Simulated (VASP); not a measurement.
Input of a VASP 6.6.1 run:

Contents of INCAR:

```
SYSTEM = BN
ALGO = Normal
EDIFF = 1E-8
ENCUT = 520
GGA = PS
ISIF = 2
ISMEAR = -1
LASPH = .TRUE.
LCHARG = .FALSE.
LEFG = .TRUE.
LREAL = .FALSE.
LWAVE = .FALSE.
NBANDS = 11
NELM = 80
PREC = Accurate
SIGMA = 0.03
```

Contents of KPOINTS:

```
k-points
0
G
  13 13 13
  0 0 0
```

File POSCAR:

```
BN
1.0
    0.0000000000      1.8617250000      1.8075000000
    1.8617250000      0.0000000000      1.8075000000
    1.8617250000      1.8617250000      0.0000000000
B N
1 1
Direct
    0.0000000000      0.0000000000      0.0000000000
    0.7500000000      0.7500000000      0.7500000000
```

Potentials or basis: VASP PAW PBE potentials, release 64 (B, N).

The run is started by

```console
$ cat potpaw_PBE.64/B/POTCAR potpaw_PBE.64/N/POTCAR > POTCAR
$ mpirun -np 1 vasp_std > vasp.out
```

**Question.** What does it give for the pressure?

**Answer.** -22.4 GPa.

**Question.** Predict the band gap on the k mesh.

**Answer.** 3.80 eV (least direct gap 8.18 eV).

Electric field gradients, principal values (V/Å²):
```csv
atom,least,middle,greatest (by size)
1 B,-0.526,-0.526,1.052
2 N,2.259,2.259,-4.518
```

Caveat: the cell differs from its parent crystal (equal xx and yy strain of +3 %); the cell stands under tension; without QUAD_EFG the Cq values of the log hold for a quadrupole moment of 1 mb, not for the nuclei; the PAW data sets were made with another functional, which shifts forces and pressure a little; an odd mesh through Γ misses points on the zone boundary, where band edges can lie.
